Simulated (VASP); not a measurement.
# Ta in VASP: a series of runs, part 2 of 2

VASP 6.6.1. Earlier steps stand in the parts before.

## 4. Single point, PBEsol

The input, INCAR:

```
SYSTEM = Ta
PREC = Accurate
ENCUT = 520
EDIFF = 1E-6
ISMEAR = -1
SIGMA = 0.05
LREAL = .False.
LASPH = .True.
NELM = 100
ALGO = Normal
ISIF = 2
LWAVE = .False.
LCHARG = .False.
LDIPOL = .True.
IDIPOL = 3
DIPOL = 0.5 0.5 0.500
GGA = PS
NBANDS = 24
```

The input, KPOINTS:

```
Automatic mesh
0
Gamma
  12 12 1
  0 0 0
```

The input, POSCAR:

```
Ta
1.0
    3.2820482176      0.0000000000      0.0000000000
    0.0000000000      3.2820482176      0.0000000000
    0.0000000000      0.0000000000     19.2820000000
Ta
3
Direct
    0.0000000000      0.0000000000      0.4148934701
    0.5000000000      0.5000000000      0.5000000000
    0.0000000000      0.0000000000      0.5851065299
```

Potentials or basis: VASP PAW PBE potentials, release 64 (Ta_pv).

The run is started by

```sh
$ cat potpaw_PBE.64/Ta_pv/POTCAR > POTCAR
$ mpirun -np 1 vasp_std > vasp.out
```

OUTCAR:

```text
SYSTEM = Ta
   PREC = Accurate
   ENCUT = 520
   EDIFF = 1E-6
   ISMEAR = -1
   LREAL = .False.
   LASPH = .True.
   NELM = 100
   ISIF = 2
   GGA = PS

 ion  position               nearest neighbor table
   1  0.000  0.000  0.415-   2 2.84   2 2.84   2 2.84   2 2.84   3 3.28
   2  0.500  0.500  0.500-   1 2.84   3 2.84   1 2.84   3 2.84   1 2.84   3 2.84   1 2.84   3 2.84

   3  0.000  0.000  0.585-   2 2.84   2 2.84   2 2.84   2 2.84   1 3.28

  LATTYP: Found a simple tetragonal cell.
 ALAT       =     3.2820482176
 C/A-ratio  =     5.8749898605

  Lattice vectors:

 A1 = (   3.2820482176,   0.0000000000,   0.0000000000)
 A2 = (   0.0000000000,   3.2820482176,   0.0000000000)
 A3 = (   0.0000000000,   0.0000000000,  19.2820000000)

Analysis of symmetry for initial positions (statically):
=====================================================================
 Subroutine PRICEL returns:
 Original cell was already a primitive cell.

 Routine SETGRP: Setting up the symmetry group for a
 simple tetragonal supercell.

 Subroutine GETGRP returns: Found 16 space group operations
 (whereof 16 operations were pure point group operations)
 out of a pool of 16 trial point group operations.

The static configuration has the point symmetry D_4h.

Analysis of symmetry for dynamics (positions and initial velocities):
=====================================================================
 Subroutine PRICEL returns:
 Original cell was already a primitive cell.

 Routine SETGRP: Setting up the symmetry group for a
 simple tetragonal supercell.

 Subroutine GETGRP returns: Found 16 space group operations
 (whereof 16 operations were pure point group operations)
 out of a pool of 16 trial point group operations.

The dynamic configuration has the point symmetry D_4h.

 Subroutine INISYM returns: Found 16 space group operations
 (whereof 16 operations are pure point group operations),
 and found     1 'primitive' translations

[... 120 lines left out ...]
   LORBIT       =      0    0 simple, 1 ext, 2 COOP (PROOUT), +10 PAW based schemes
   GGA     = PS    functional components
   LHFCALC =     F    Hartree Fock is set to
   AEXX    =    0.0000 exact exchange contribution
   IVDW    =     0    specifies the selected vdW correction
   LEPSILON=     F    determine dielectric tensor
   LRPA    =     F    only Hartree local field effects (RPA)
 non-spin polarized calculation
  energy-cutoff  :      520.00
  volume of cell :      207.70
 maximum number of plane-waves:      5664
   NGX = 13   NGY = 13   NGZ = 71

 number of electron      33.0000014 magnetization

 dipolmoment           0.000000      0.000000      0.000000 electrons x Angstroem

 Free energy of the ion-electron system (eV)
  ---------------------------------------------------
  ext. energy  EPLUGINS =         0.00000000
  ---------------------------------------------------
  free energy    TOTEN  =       -33.46928452 eV

  energy without entropy =      -33.43243493  energy(sigma->0) =      -33.45085972

 E-fermi :  -1.1566     XC(G=0):  -4.5841

 val. band max:       -1.1811547197   @ k =   0.0833   0.0000   0.0000
 cond. band min:      -1.1416916222   @ k =   0.0833   0.0833   0.0000
 fundamental gap:      0.0394630975
 Fermi energy:        -1.1566478508

 k-point     1 :       0.0000    0.0000    0.0000
  band No.  band energies     occupation
      1     -36.1399      2.00000
      2     -36.1161      2.00000
      3     -35.8926      2.00000
      4     -35.8926      2.00000
      5     -35.7910      2.00000
      6     -35.7910      2.00000
[... 637 lines left out ...]
     23       2.4051      0.00000
     24       3.1918      0.00000

 [... further k-points ...]

------------------------ aborting loop because EDIFF is reached ----------------------------------------

 vacuum level on the upper side and lower side of the slab       (xc-potential included)        -0.201        -0.201

  FORCE on cell =-STRESS in cart. coord.  units (eV):
  Direction    XX          YY          ZZ          XY          YZ          ZX
  --------------------------------------------------------------------------------------
  -------------------------------------------------------------------------------------
  Total       -7.1100134     -7.1100134     -6.5170228      0.0000000      0.0000000      0.0000000
  in kB      -54.8452483    -54.8452483    -50.2710351      0.0000000      0.0000000      0.0000000
  external PRESSURE =     -53.3205106 kB  Pullay stress =       0.0000000 kB

 VOLUME and BASIS-vectors are now :
 -----------------------------------------------------------------------------
  energy-cutoff  :      520.00
  volume of cell :      207.70
      direct lattice vectors                 reciprocal lattice vectors
     3.282048218  0.000000000  0.000000000     0.304687784  0.000000000  0.000000000
     0.000000000  3.282048218  0.000000000     0.000000000  0.304687784  0.000000000
     0.000000000  0.000000000 19.282000000     0.000000000  0.000000000  0.051861840

 POSITION                                       TOTAL-FORCE (eV/Angst)
 -----------------------------------------------------------------------------------
      0.00000      0.00000      7.99998         0.000000     -0.000000      1.980315
      1.64102      1.64102      9.64100         0.000000     -0.000000      0.000000
      0.00000      0.00000     11.28202        -0.000000      0.000000     -1.980315
 -----------------------------------------------------------------------------------
    total drift:                                0.000000      0.000000     -0.000000

  FREE ENERGIE OF THE ION-ELECTRON SYSTEM (eV)
  ---------------------------------------------------
  free  energy   TOTEN  =       -33.4692845155 eV

  energy  without entropy=      -33.4324349295  energy(sigma->0) =      -33.45085972

 vacuum level on the upper side and lower side of the slab         2.594         2.594
```

OSZICAR:

```text
N       E                     dE             d eps       ncg     rms          rms(c)
DAV:   1     0.194022731525E+03    0.19402E+03   -0.18043E+04  1832   0.111E+03
DAV:   2    -0.283293440198E+02   -0.22235E+03   -0.21236E+03  1632   0.280E+02
DAV:   3    -0.375703213561E+02   -0.92410E+01   -0.87815E+01  1776   0.504E+01
[... 14 lines left out ...]
DAV:  18    -0.334692574094E+02   -0.17479E-04   -0.50415E-06  1488   0.144E-02    0.263E-03
DAV:  19    -0.334692675552E+02   -0.10146E-04   -0.74263E-07  1304   0.627E-03    0.108E-03
DAV:  20    -0.334692793317E+02   -0.11777E-04   -0.50139E-07  1168   0.247E-03    0.785E-04
DAV:  21    -0.334692835425E+02   -0.42108E-05   -0.17224E-07  1144   0.215E-03    0.439E-04
DAV:  22    -0.334692845155E+02   -0.97302E-06   -0.39900E-08  1024   0.818E-04
   1 F= -.33469285E+02 E0= -.33450860E+02  d E =-.368496E-01
```

Run time: 4.2 min. Hardware: 1 thread of Intel Xeon 8259CL, shared host; peak memory 0.33 GiB.

What came out:

```yaml
Free_energy: -33.4693 eV
Largest_force: 1.980 eV/Å
Band_gap_on_the_k_mesh: zero (an odd number of electrons rules out a gap without spin polarisation)
```

Forces on the atoms (eV/Å):
```
Ta   0.000  0.000  1.980
Ta   0.000  0.000  0.000
Ta   0.000  0.000 -1.980
```

Caveat: the PAW data sets were made with another functional, which shifts forces and pressure a little; spin-orbit coupling is left out, which moves the levels of the heavy elements.
